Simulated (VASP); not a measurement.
A run of VASP 6.6.1:

INCAR

```
PREC = Accurate ; ENCUT = 520
EDIFF = 1E-6 ; ISMEAR = 0
SIGMA = 0.1 ; LREAL = F
LASPH = T ; NELM = 100
ALGO = Normal ; ISIF = 2
LWAVE = F ; LCHARG = F
GGA = PE ; NBANDS = 22
```

KPOINTS

```
regular mesh
0
Gamma
  6 4 2
```

Contents of POSCAR:

```
KBe7
1.0
    2.7855437200      0.0000000000      0.0000000000
    0.0000000000      3.9393537000      0.0000000000
    0.0000000000      0.0000000000     11.1421748600
K Be
1 7
Direct
    0.0000000000      0.0000000000      0.0000000000
    0.5000000000      0.5000000000      0.8750000000
    0.0000000000      0.0000000000      0.7500000000
    0.5000000000      0.5000000000      0.6250000000
    0.0000000000      0.0000000000      0.5000000000
    0.5000000000      0.5000000000      0.3750000000
    0.0000000000      0.0000000000      0.2500000000
    0.5000000000      0.5000000000      0.1250000000
```

Potentials or basis: VASP PAW PBE potentials, release 64 (K_sv, Be).

Launch:

```console
$ cat potpaw_PBE.64/K_sv/POTCAR potpaw_PBE.64/Be/POTCAR > POTCAR
$ mpirun -np 1 vasp_std > vasp.out
```

Hardware: 1 thread of Intel(R) Xeon(R) 6975P-C (Granite Rapids), on a shared host.

**Question.** Estimate the wall time of this run.

**Answer.** Run time: 29 s on 1 thread of Intel(R) Xeon(R) 6975P-C (Granite Rapids) (shared host), peak memory 0.24 GiB. Counts: scf iterations 14, k points 24.
